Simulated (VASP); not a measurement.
# Mg (Im-3m) in VASP: a series of runs, part 2 of 2

VASP 6.6.1.

## Step 4: Electric field gradients, LDA (volume scaled by 1.06)

The input, INCAR:

```
ALGO     = Normal         # electronic algorithm
EDIFF    = 1E-8           # SCF threshold, eV
ENCUT    = 520            # plane-wave cutoff, eV
GGA      = CA             # functional
ISIF     = 2              # what is computed and relaxed
ISMEAR   = -1             # smearing method
LASPH    = T              # aspherical terms in the spheres
LCHARG   = F              # write CHGCAR
LEFG     = T            
LREAL    = F              # projectors in reciprocal space
LWAVE    = F              # write WAVECAR
NBANDS   = 7              # bands
NELM     = 80             # most SCF steps
PREC     = Accurate       # precision mode
SIGMA    = 0.03           # smearing width, eV
```

The input, KPOINTS:

```
k-points
0
Gamma
  19 19 19
```

The input, POSCAR:

```
Mg
1.0
   -1.5054583323      1.5054583323      1.5054583323
    1.5054583323     -1.5054583323      1.5054583323
    1.5054583323      1.5054583323     -1.5054583323
Mg
1
Direct
    0.0000000000      0.0000000000      0.0000000000
```

Potentials or basis: VASP PAW LDA potentials, release 64 (Mg).

Run with:

```bash
cat potpaw_LDA.64/Mg/POTCAR > POTCAR
mpirun -np 1 vasp_std > vasp.out
```

OUTCAR:

```text
EDIFF = 1E-8
   ENCUT = 520
   GGA = CA
   ISIF = 2
   ISMEAR = -1
   LASPH = T
   LREAL = F
   NELM = 80
   PREC = Accurate

 ion  position               nearest neighbor table
   1  0.000  0.000  0.000-

  LATTYP: Found a body centered cubic cell.
 ALAT       =     3.0109166646

  Lattice vectors:

 A1 = (  -1.5054583323,   1.5054583323,   1.5054583323)
 A2 = (   1.5054583323,  -1.5054583323,   1.5054583323)
 A3 = (   1.5054583323,   1.5054583323,  -1.5054583323)

Analysis of symmetry for initial positions (statically):
=====================================================================
 Subroutine PRICEL returns:
 Original cell was already a primitive cell.

 Routine SETGRP: Setting up the symmetry group for a
 body centered cubic supercell.

 Subroutine GETGRP returns: Found 48 space group operations
 (whereof 48 operations were pure point group operations)
 out of a pool of 48 trial point group operations.

The static configuration has the point symmetry O_h .

Analysis of symmetry for dynamics (positions and initial velocities):
=====================================================================
 Subroutine PRICEL returns:
 Original cell was already a primitive cell.

 Routine SETGRP: Setting up the symmetry group for a
 body centered cubic supercell.

 Subroutine GETGRP returns: Found 48 space group operations
 (whereof 48 operations were pure point group operations)
 out of a pool of 48 trial point group operations.

The dynamic configuration has the point symmetry O_h .

 Subroutine INISYM returns: Found 48 space group operations
 (whereof 48 operations are pure point group operations),
 and found     1 'primitive' translations

----------------------------------------------------------------------------------------

                                     Primitive cell

  volume of cell :      13.6479

  direct lattice vectors                    reciprocal lattice vectors
    -1.505458332  1.505458332  1.505458332     0.000000000  0.332124768  0.332124768
     1.505458332 -1.505458332  1.505458332     0.332124768  0.000000000  0.332124768
     1.505458332  1.505458332 -1.505458332     0.332124768  0.332124768  0.000000000

  length of vectors
     2.607530320  2.607530320  2.607530320     0.469695352  0.469695352  0.469695352

  position of ions in fractional coordinates (direct lattice)
     0.000000000  0.000000000  0.000000000

  ion indices of the primitive-cell ions
   primitive index   ion index
                 1           1

----------------------------------------------------------------------------------------

 KPOINTS: k-points

Automatic generation of k-mesh.
 Grid dimensions read from file:
 generate k-points for:   19   19   19

 Generating k-lattice:

[... 58 lines left out ...]
   LASPH  =      T    aspherical Exc in radial PAW
   ENCUT  =  520.0 eV  38.22 Ry    6.18 a.u.   4.85  4.85  4.85*2*pi/ulx,y,z
   NELM   =     80;   NELMIN=  2; NELMDL= -5     # of ELM steps
   EDIFF  = 0.1E-07   stopping-criterion for ELM
   LREAL  =      F    real-space projection
   EDIFFG = 0.1E-06   stopping-criterion for IOM
   NSW    =      0    number of steps for IOM
   IBRION =     -1    ionic relax: 0-MD 1-quasi-New 2-CG
   NFREE  =      0    steps in history (QN), initial steepest desc. (CG)
   ISIF   =      2    stress and relaxation
   ISYM   =      2    0-nonsym 1-usesym 2-fastsym
   POTIM  = 0.5000    time-step for ionic-motion
   TEBEG  =    0.0;   TEEND  =   0.0 temperature during run
   PSTRESS=    0.0 pullay stress
   NELECT =       2.0000    total number of electrons
   NUPDOWN=      -1.0000    fix difference up-down
   EMIN   =  10.00;   EMAX   =-10.00  energy-range for DOS
   EFERMI =   0.00;   METHOD = LEGACY
   ISMEAR =    -1;   SIGMA  =   0.03  broadening in eV -4-tet -1-fermi 0-gaus
   EFERMI_NEDOS =   21; number of points for ismear=-14 and -15
   IALGO  =     38    algorithm
   IMIX   =      4    mixing-type and parameters
     AMIX     =   0.40;   BMIX     =  1.00
     AMIX_MAG =   1.60;   BMIX_MAG =  1.00
  volume/ion in A,a.u.               =      13.65        92.10
  Fermi-wavevector in a.u.,A,eV,Ry     =   0.863103  1.631029 10.135623  0.744947
  Thomas-Fermi vector in A             =   1.981004
   LORBIT       =      0    0 simple, 1 ext, 2 COOP (PROOUT), +10 PAW based schemes
   GGA     = CA    functional components
   LHFCALC =     F    Hartree Fock is set to
   AEXX    =    0.0000 exact exchange contribution
   IVDW    =     0    specifies the selected vdW correction
   LEPSILON=     F    determine dielectric tensor
   LRPA    =     F    only Hartree local field effects (RPA)
 non-spin polarized calculation
  energy-cutoff  :      520.00
  volume of cell :       13.65
 maximum number of plane-waves:       378
   NGX =  9   NGY =  9   NGZ =  9

 number of electron       2.0000000 magnetization

 Free energy of the ion-electron system (eV)
  ---------------------------------------------------
  ext. energy  EPLUGINS =         0.00000000
  ---------------------------------------------------
  free energy    TOTEN  =        -1.04705584 eV

  energy without entropy =       -1.04610352  energy(sigma->0) =       -1.04657968

 E-fermi :   5.9514     XC(G=0): -10.5308

 val. band max:        5.9513536562   @ k =   0.3684   0.1053   0.1053
 cond. band min:       6.0022196148   @ k =  -0.4737  -0.4737   0.2632
 fundamental gap:      0.0508659586
 Fermi energy:         5.9513816791

 k-point     1 :       0.0000    0.0000    0.0000
  band No.  band energies     occupation
      1      -3.5962      2.00000
      2      22.6718      0.00000
      3      22.6718      0.00000
      4      22.6718      0.00000
      5      25.4435      0.00000
      6      25.4435      0.00000
      7      27.3064      0.00000
[... 221 lines left out ...]
 k-point    24 :       0.3158    0.1053    0.0000
  band No.  band energies     occupation
      1       1.0197      2.00000
      2       8.9127      0.00000
      3      14.8637      0.00000
      4      19.4599      0.00000
      5      21.6881      0.00000
      6      25.2904      0.00000
      7      28.7428      0.00000

 [... further k-points ...]
[... 5 lines left out ...]
  --------------------------------------------------------------------------------------
  -------------------------------------------------------------------------------------
  Total        3.7601931      3.7601931      3.7601931      0.0000000      0.0000000     -0.0000000
  in kB      441.4225543    441.4225543    441.4225543      0.0000000      0.0000000     -0.0000000
  external PRESSURE =     441.4225543 kB  Pullay stress =       0.0000000 kB

 VOLUME and BASIS-vectors are now :
 -----------------------------------------------------------------------------
  energy-cutoff  :      520.00
  volume of cell :       13.65
      direct lattice vectors                 reciprocal lattice vectors
    -1.505458332  1.505458332  1.505458332     0.000000000  0.332124768  0.332124768
     1.505458332 -1.505458332  1.505458332     0.332124768  0.000000000  0.332124768
     1.505458332  1.505458332 -1.505458332     0.332124768  0.332124768  0.000000000

 POSITION                                       TOTAL-FORCE (eV/Angst)
 -----------------------------------------------------------------------------------
      0.00000      0.00000      0.00000         0.000000      0.000000      0.000000
 -----------------------------------------------------------------------------------
    total drift:                               -0.000000     -0.000000      0.000000

  FREE ENERGIE OF THE ION-ELECTRON SYSTEM (eV)
  ---------------------------------------------------
  free  energy   TOTEN  =        -1.0470558409 eV

  energy  without entropy=       -1.0461035175  energy(sigma->0) =       -1.04657968

 Electric field gradients (V/A^2)
---------------------------------------------------------------------
 ion       V_xx      V_yy      V_zz      V_xy      V_xz      V_yz
---------------------------------------------------------------------
   1       0.000     0.000     0.000    -0.000    -0.000    -0.000
---------------------------------------------------------------------

 Electric field gradients after diagonalization (V/A^2)
 (convention: |V_zz| > |V_xx| > |V_yy|)
----------------------------------------------------------------------
 ion       V_xx      V_yy      V_zz     asymmetry (V_yy - V_xx)/ V_zz
----------------------------------------------------------------------
   1       0.000     0.000    -0.000       0.000
----------------------------------------------------------------------

           NMR quadrupolar parameters

 Cq : quadrupolar parameter    Cq=e*Q*V_zz/h
 eta: asymmetry parameters     (V_yy - V_xx)/ V_zz
 Q  : nuclear electric quadrupole moment in mb (millibarn)
----------------------------------------------------------------------
 ion       Cq(MHz)       eta       Q (mb)
----------------------------------------------------------------------
   1      -0.000       0.000       1.000
----------------------------------------------------------------------
```

Wall time 9.8 s (1 thread of AMD EPYC 9R45 (Zen 5), shared host); peak memory 0.1 GiB.

Results:

```
Free energy            : -1.0471 eV
Pressure               : 44.1 GPa
Band gap on the k mesh : zero (band 1 reaches 9.27 eV, above the bottom of band 2 at 5.02 eV)
```

Caveat: without QUAD_EFG the Cq values of the log hold for a quadrupole moment of 1 mb, not for the nuclei.

## Step 5: Electric field gradients, LDA (volume scaled by 1.06)

The input, INCAR:

```
SYSTEM = Mg
  PREC = Accurate
  ENCUT = 520
  EDIFF = 1E-8
  ISMEAR = -1
  SIGMA = 0.03
  LREAL = .False.
  LASPH = .True.
  NELM = 100
  ALGO = Normal
  ISIF = 2
  LWAVE = .False.
  LCHARG = .False.
  LEFG = .True.
  NBANDS = 7
```

The input, KPOINTS:

```
regular mesh
0
Gamma
  19 19 19
  0 0 0
```

POSCAR is that of step 4.

Potentials or basis: VASP PAW LDA potentials, release 64 (Mg).

Run with:

```bash
cat potpaw_LDA.64/Mg/POTCAR > POTCAR
mpirun -np 1 vasp_std > vasp.out
```

OUTCAR:

```text
SYSTEM = Mg
   PREC = Accurate
   ENCUT = 520
   EDIFF = 1E-8
   ISMEAR = -1
   LREAL = .False.
   LASPH = .True.
   NELM = 100
   ISIF = 2

 ion  position               nearest neighbor table
   1  0.000  0.000  0.000-

  LATTYP: Found a body centered cubic cell.
 ALAT       =     3.0109166646

  Lattice vectors:

 A1 = (  -1.5054583323,   1.5054583323,   1.5054583323)
 A2 = (   1.5054583323,  -1.5054583323,   1.5054583323)
 A3 = (   1.5054583323,   1.5054583323,  -1.5054583323)

Analysis of symmetry for initial positions (statically):
=====================================================================
 Subroutine PRICEL returns:
 Original cell was already a primitive cell.

 Routine SETGRP: Setting up the symmetry group for a
 body centered cubic supercell.

 Subroutine GETGRP returns: Found 48 space group operations
 (whereof 48 operations were pure point group operations)
 out of a pool of 48 trial point group operations.

The static configuration has the point symmetry O_h .
[... 419 lines left out ...]
  energy-cutoff  :      520.00
  volume of cell :       13.65
      direct lattice vectors                 reciprocal lattice vectors
    -1.505458332  1.505458332  1.505458332     0.000000000  0.332124768  0.332124768
     1.505458332 -1.505458332  1.505458332     0.332124768  0.000000000  0.332124768
     1.505458332  1.505458332 -1.505458332     0.332124768  0.332124768  0.000000000

 POSITION                                       TOTAL-FORCE (eV/Angst)
 -----------------------------------------------------------------------------------
      0.00000      0.00000      0.00000         0.000000      0.000000      0.000000
 -----------------------------------------------------------------------------------
    total drift:                               -0.000000     -0.000000      0.000000

  FREE ENERGIE OF THE ION-ELECTRON SYSTEM (eV)
  ---------------------------------------------------
  free  energy   TOTEN  =        -1.0470558409 eV

  energy  without entropy=       -1.0461035175  energy(sigma->0) =       -1.04657968

 Electric field gradients (V/A^2)
---------------------------------------------------------------------
 ion       V_xx      V_yy      V_zz      V_xy      V_xz      V_yz
---------------------------------------------------------------------
   1       0.000     0.000     0.000    -0.000    -0.000    -0.000
---------------------------------------------------------------------

 Electric field gradients after diagonalization (V/A^2)
 (convention: |V_zz| > |V_xx| > |V_yy|)
----------------------------------------------------------------------
 ion       V_xx      V_yy      V_zz     asymmetry (V_yy - V_xx)/ V_zz
----------------------------------------------------------------------
   1       0.000     0.000    -0.000       0.000
----------------------------------------------------------------------

           NMR quadrupolar parameters

 Cq : quadrupolar parameter    Cq=e*Q*V_zz/h
 eta: asymmetry parameters     (V_yy - V_xx)/ V_zz
 Q  : nuclear electric quadrupole moment in mb (millibarn)
----------------------------------------------------------------------
 ion       Cq(MHz)       eta       Q (mb)
----------------------------------------------------------------------
   1      -0.000       0.000       1.000
----------------------------------------------------------------------
```

Wall time 9.7 s (1 thread of AMD EPYC 9R45 (Zen 5), shared host); peak memory 0.1 GiB.

What came out:

| Item | Value |
| --- | --- |
| Free energy | -1.0471 eV |
| Pressure | 44.1 GPa |
| Band gap on the k mesh | zero (band 1 reaches 9.27 eV, above the bottom of band 2 at 5.02 eV) |

Levels at points of the mesh, in eV from the Fermi level:
| k point | band 1 | band 2 | band 3 | band 4 |
| --- | --- | --- | --- | --- |
| (0.00, 0.00, 0.00) | -9.55 | 16.72 | 16.72 | 16.72 |

Caveat: without QUAD_EFG the Cq values of the log hold for a quadrupole moment of 1 mb, not for the nuclei.
